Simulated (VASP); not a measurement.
# SnO: single point with PBE

SnO:

```
CELL_PARAMETERS angstrom
3.86828 0.00000 0.00000
0.00000 3.86828 0.00000
0.00000 0.00000 5.06653
ATOMIC_POSITIONS crystal
Sn 0.50000 0.00000 0.77123
Sn 0.00000 0.50000 0.22877
O 0.00000 0.00000 0.00000
O 0.50000 0.50000 0.00000
```

```yaml
Program: VASP 6.6.1
Task: single point
Functional: PBE
Potentials_or_basis: VASP PAW PBE potentials, release 64 (Sn_d, O_h)
Cutoff: 910 eV
k_mesh: 7 × 7 × 6
Occupations: fermi-dirac, width 0.05 eV
Spin: no spin polarisation
```

```
Pressure               : 0.1 GPa
Largest force          : 0.070 eV/Å
Band gap on the k mesh : 0.72 eV, indirect (least direct gap 1.91 eV)
```

Forces in eV/Å, atoms in the order of the input:
```
Sn   0.000  0.000 -0.070
Sn   0.000  0.000  0.070
O    0.000  0.000  0.000
O    0.000  0.000  0.000
```

Stress tensor (GPa, compression positive):
```
0.04 0.00 0.00
0.00 0.04 0.00
0.00 0.00 0.14
```

Levels at points of the mesh, in eV from the valence-band top:
| k point | band 18 | band 19 | band 20 | band 21 | band 22 | band 23 |
| --- | --- | --- | --- | --- | --- | --- |
| (0.00, 0.00, 0.00) | -2.88 | -2.88 | 0.00 | 1.91 | 4.07 | 4.92 |
| (0.00, 0.00, 0.50) | -2.90 | -2.90 | -1.94 | 1.72 | 3.31 | 3.31 |

Wall time 120 s on 1 thread of Intel(R) Xeon(R) Platinum 8375C CPU @ 2.90GHz (Ice Lake) (shared host), peak memory 0.35 GiB.

Caveat: the cutoff is under 1.25 times the usual one of these potentials, so pressure, stress and relaxed cells hold a basis-set (Pulay) error; spin-orbit coupling is left out, which moves the levels of the heavy elements. Expect the measured gap to be larger: semilocal functionals such as PBE lack the derivative discontinuity.
